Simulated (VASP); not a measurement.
A run of VASP 6.6.1 is set up as follows.

Contents of INCAR:

```
  ALGO = Normal
  EDIFF = 1E-6
  ENCUT = 520
  GGA = PS
  ISIF = 2
  ISMEAR = 0
  LASPH = T
  LCHARG = F
  LREAL = Auto
  LWAVE = F
  NBANDS = 96
  NELM = 100
  PREC = Accurate
  SIGMA = 0.05
```

KPOINTS

```
k-points
0
Gamma
  1 1 6
```

Contents of POSCAR:

```
InP
1.0
   14.6000000000      0.0000000000      0.0000000000
    0.0000000000     13.2000000000      0.0000000000
    0.0000000000      0.0000000000      8.3273416580
In P
9 9
Direct
    0.6799516110      0.5000000000     -0.1428570071
    0.3511850684      0.5000000000      0.4843632376
    0.5419270881      0.5000000000      0.2969824453
    0.3862550432      0.3838428143      0.0906571483
    0.6409840989      0.2825037802      0.4124462113
    0.5185420944      0.6223566771      0.6912908044
    0.3862550432      0.6161571857      0.0906571483
    0.6409840989      0.7174962198      0.4124462113
    0.5185420944      0.3776433229      0.6912908044
    0.3917606278      0.5000000000      0.8118692898
    0.2643489657      0.5000000000      0.2105493655
    0.6493116405      0.5000000000      0.5428361356
    0.5549201403      0.3304165038      0.1210808036
    0.4372073754      0.6679985692      0.4337772075
    0.6373358407      0.6813311071      0.8988760916
    0.5549201403      0.6695834962      0.1210808036
    0.4372073754      0.3320014308      0.4337772075
    0.6373358407      0.3186688929      0.8988760916
```

Potentials or basis: VASP PAW PBE potentials, release 64 (In_d, P).

The run is started by

```console
$ cat potpaw_PBE.64/In_d/POTCAR potpaw_PBE.64/P/POTCAR > POTCAR
$ mpirun -np 1 vasp_std > vasp.out
```

**Question.** Estimate the band gap on the k mesh.

**Answer.** 0.24 eV (least direct gap 0.31 eV).

**Question.** Predict the largest force.

**Answer.** 0.030 eV/Å.

Forces in eV/Å, atoms in the order of the input:
```
In  -0.006  0.000  0.004
In   0.003  0.000 -0.007
In   0.003  0.000  0.002
In   0.001  0.009  0.002
In   0.008 -0.012  0.012
In  -0.008  0.004  0.000
In   0.001 -0.009  0.002
In   0.008  0.012  0.012
In  -0.008 -0.004  0.000
P   -0.011  0.000 -0.015
P   -0.007  0.000 -0.001
P    0.017  0.000 -0.003
P    0.013  0.001 -0.028
P   -0.007  0.002  0.013
P   -0.006 -0.015  0.011
P    0.013 -0.001 -0.028
P   -0.007 -0.002  0.013
P   -0.006  0.015  0.011
```

Caveat: semilocal functionals underestimate gaps, and a narrow one can read as zero; the PAW data sets were made with another functional, which shifts forces and pressure a little; spin-orbit coupling is left out, which moves the levels of the heavy elements.
